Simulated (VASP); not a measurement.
Write the native input for VASP 6.6.1 that does the following.

- Task: single point
- Functional: LDA
- Potentials or basis: VASP PAW LDA potentials, release 64 (Li_sv, Mg)
- Cutoff: 520 eV
- k mesh: 5 × 5 × 5
- Occupations: gaussian, width 0.1 eV
- Spin: no spin polarisation
- Dipole correction: no
- Further INCAR settings: ALGO = Normal; EDIFF = 1e-06; NBANDS = 16

The structure of LiMg5 lies in POSCAR:

```
LiMg5
1.0
    5.5627311625      0.0000000000      0.0000000000
   -2.7813655812      4.8174666650      0.0000000000
    0.0000000000      0.0000000000      5.1530848076
Li Mg
1 5
Direct
    0.0000000000      0.0000000000      0.5000000000
    0.0000000000      0.6714210000      0.0000000000
    0.6714210000      0.0000000000      0.0000000000
    0.3285790000      0.3285790000      0.0000000000
    0.6666666667      0.3333333333      0.5000000000
    0.3333333333      0.6666666667      0.5000000000
```

These files were run (other wordings do the same):

INCAR

```
SYSTEM = LiMg5
ALGO = Normal ; EDIFF = 1E-6
ENCUT = 520 ; GGA = CA
ISIF = 2 ; ISMEAR = 0
LASPH = .TRUE. ; LCHARG = .FALSE.
LREAL = .FALSE. ; LWAVE = .FALSE.
NBANDS = 16 ; NELM = 100
PREC = Accurate ; SIGMA = 0.1
```

KPOINTS

```
k-points
0
G
  5 5 5
  0 0 0
```

Potentials or basis: VASP PAW LDA potentials, release 64 (Li_sv, Mg).

Launch:

```sh
$ cat potpaw_LDA.64/Li_sv/POTCAR potpaw_LDA.64/Mg/POTCAR > POTCAR
$ mpirun -np 1 vasp_std > vasp.out
```

Results of the run:

The largest force is 0.082 eV/Å and the band gap on the k mesh is zero (an odd number of electrons rules out a gap without spin polarisation).

Run time: 60 s on 1 thread of AMD EPYC 7R13 (shared host), peak memory 0.17 GiB.
